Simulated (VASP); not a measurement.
Here is a VASP 6.6.1 calculation.

File INCAR:

```
SYSTEM = Al
PREC = Accurate
ENCUT = 520
EDIFF = 1E-7
ISMEAR = -1
SIGMA = 0.05
LREAL = .FALSE.
LASPH = .TRUE.
NELM = 80
ALGO = Normal
ISIF = 2
LWAVE = .FALSE.
LCHARG = .TRUE.
GGA = CA
LELF = .TRUE.
LVHAR = .TRUE.
NBANDS = 8
```

The input KPOINTS:

```
Automatic mesh
0
G
  11 11 11
  0 0 0
```

The input POSCAR:

```
Al
1.0
    0.0000000000      2.0382146954      2.0382146954
    2.0382146954      0.0000000000      2.0382146954
    2.0382146954      2.0382146954      0.0000000000
Al
1
Direct
    0.0000000000      0.0000000000      0.0000000000
```

Potentials or basis: VASP PAW LDA potentials, release 64 (Al).

Command:

```bash
$ cat potpaw_LDA.64/Al/POTCAR > POTCAR
$ mpirun -np 1 vasp_std > vasp.out
```

Problem. Predict the pressure.

Solution. -4.9 GPa.
